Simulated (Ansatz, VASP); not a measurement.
## Two plane-wave programs on CoAgC4N4

```
CELL_PARAMETERS angstrom
6.00387 0.00000 0.00000
0.00000 6.00387 0.00000
0.00000 0.00000 6.00387
ATOMIC_POSITIONS crystal
Co 0.50000 0.50000 0.50000
Ag 0.00000 0.00000 0.00000
C 0.19444 0.19444 0.19444
C 0.19444 0.80556 0.80556
C 0.80556 0.19444 0.80556
C 0.80556 0.80556 0.19444
N 0.30695 0.30695 0.30695
N 0.30695 0.69305 0.69305
N 0.69305 0.30695 0.69305
N 0.69305 0.69305 0.30695
```

Alike in both runs: task single point; functional PBE; k mesh 4 × 4 × 4; occupations gaussian, width 0.1 eV; collinear spin.

```csv
,VASP,Ansatz
version,VASP 6.6.1,Ansatz 0.2.0
potentials or method,"VASP PAW PBE potentials, release 64 (Co, Ag, C, N), cutoff 520 eV","scalar-relativistic, plane waves, PAW"
valence electrons in the cell,56,72
```

```tsv
	VASP	Ansatz	Ansatz less VASP
gap on the k mesh at the Fermi level (eV)	none	none	-
pressure (GPa)	0.9	0.6	-0.33
rms of the force components (eV/Å)	0.677	0.627	-0.0496
net moment per atom (μB)	0.36	0.38	+0.021
size of the moment on the site where the two differ most (μB)	2.68	2.56	-0.118
```

Site moments also hang on the region over which each program counts them. Atom by atom the forces differ by 0.191 eV/Å (rms over components). A gap of «none» marks a metal or a gap that the smearing closes. With one functional, cell and mesh, what is left measures potentials, basis and numerics. VASP's potentials hold 56 valence electrons a cell and Ansatz's 72, so a difference there can come from the potentials and not from the codes.

Noted on VASP's run: the standard files for N, O and F lose accuracy on very short bonds.
